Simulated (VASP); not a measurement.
Ti, 2 atoms in the cell. It takes space group P6_3/mmc (No. 194, hexagonal). Conventional cell: a = 2.994 Å, b = 2.994 Å, c = 4.616 Å, α = 90.00°, β = 90.00°, γ = 120.00°. Within 3.8 Å of Ti (site symmetry -6m2) lie 12 Ti at 2.88 to 2.99 Å.  This cell differs from its parent crystal: strain +0.015 along x and y, -0.015 along z.

* Program: VASP 6.6.1
* Task: single point
* Functional: r2SCAN
* Potentials or basis: VASP PAW PBE potentials, release 64 (Ti_sv)
* Cutoff: 520 eV
* k mesh: 18 × 18 × 10
* Occupations: gaussian, width 0.15 eV
* Spin: no spin polarisation
* Dipole correction: no
* Further INCAR settings: ALGO = Normal; EDIFF = 1e-07; NBANDS = 19

Potentials or basis: VASP PAW PBE potentials, release 64 (Ti_sv).

Run with:

```sh
$ cat potpaw_PBE.64/Ti_sv/POTCAR > POTCAR
$ cp INCAR.step1 INCAR
$ mpirun -np 1 vasp_std > vasp.out
$ cp INCAR.step2 INCAR
$ mpirun -np 1 vasp_std > vasp.out
```

Hardware: 1 thread of Intel(R) Xeon(R) Platinum 8259CL CPU @ 2.50GHz (Skylake/Cascade Lake), on a shared host.

**Question.** Estimate the wall time of this run.

**Answer.** It took 7.3 min on 1 thread of Intel(R) Xeon(R) Platinum 8259CL CPU @ 2.50GHz (Skylake/Cascade Lake), on a shared host, peak memory 0.25 GiB. Counts: k points 222.
